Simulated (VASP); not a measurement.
Crystal: GaP.

```
Ga P
1.0
     0.00000    2.72525    2.72525
     2.72525    0.00000    2.72525
     2.72525    2.72525    0.00000
Ga P
1 1
Direct
  0.00000 0.00000 0.00000
  0.25000 0.25000 0.25000
```

Base run:

| Item | Value |
| --- | --- |
| Program | VASP 6.6.1 |
| Functional | PBEsol |
| Potentials or basis | VASP PAW PBE potentials, release 64 (Ga_d, P) |
| Cutoff | 520 eV |
| k mesh | 8 × 8 × 8 |
| Occupations | gaussian, width 0.01 eV |
| Spin | no spin polarisation |

Its results: band gap on the k mesh 1.52 eV, indirect (least direct gap 1.75 eV); pressure -0.7 GPa.

Question: The run is repeated on the same cell with these changes: functional from PBEsol to PBE. What comes out?

Answer: Band gap on the k mesh 1.64 eV, indirect (least direct gap 1.83 eV); pressure 2.5 GPa.

PBE binds less tightly than PBEsol, so the same cell stands under more pressure.

Caveats: the PAW data sets were made with another functional, which shifts forces and pressure a little (some runs).

A k mesh can miss the band edges.
